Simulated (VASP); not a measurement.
Input of a VASP 6.6.1 run:

Contents of INCAR:

```
SYSTEM = SiAs3
PREC = Accurate
ENCUT = 520
EDIFF = 1E-6
ISMEAR = 0
SIGMA = 0.1
LREAL = .FALSE.
LASPH = .TRUE.
NELM = 80
ALGO = Fast
ISIF = 2
LWAVE = .FALSE.
LCHARG = .FALSE.
GGA = PE
NBANDS = 29
```

Contents of KPOINTS:

```
regular mesh
0
G
  6 6 8
  0 0 0
```

The input POSCAR:

```
SiAs3
1.0
    8.1266417394      0.0000000000      0.0000000000
   -4.0633208697      7.0378781938      0.0000000000
    0.0000000000      0.0000000000      4.3794496498
Si As
2 6
Direct
    0.3333333333      0.6666666667      0.2500000000
    0.6666666667      0.3333333333      0.7500000000
    0.7681124047      0.5362248094      0.2500000000
    0.2318875953      0.7681124047      0.7500000000
    0.4637751906      0.2318875953      0.2500000000
    0.2318875953      0.4637751906      0.7500000000
    0.7681124047      0.2318875953      0.2500000000
    0.5362248094      0.7681124047      0.7500000000
```

Potentials or basis: VASP PAW PBE potentials, release 64 (Si, As).

Launch:

```sh
$ cat potpaw_PBE.64/Si/POTCAR potpaw_PBE.64/As/POTCAR > POTCAR
$ mpirun -np 1 vasp_std > vasp.out
```

(1) Predict the pressure.

(2) What does it give for the largest force?

(3) Predict the band gap on the k mesh.

## Answers

(1) 0.2 GPa.

(2) 0.097 eV/Å.

(3) zero (bands 19 and 20 overlap by 3.08 eV).

Caveat: this functional lacks dispersion, which binds layers or chains, so the pressure and a relaxed spacing across them are unreliable.
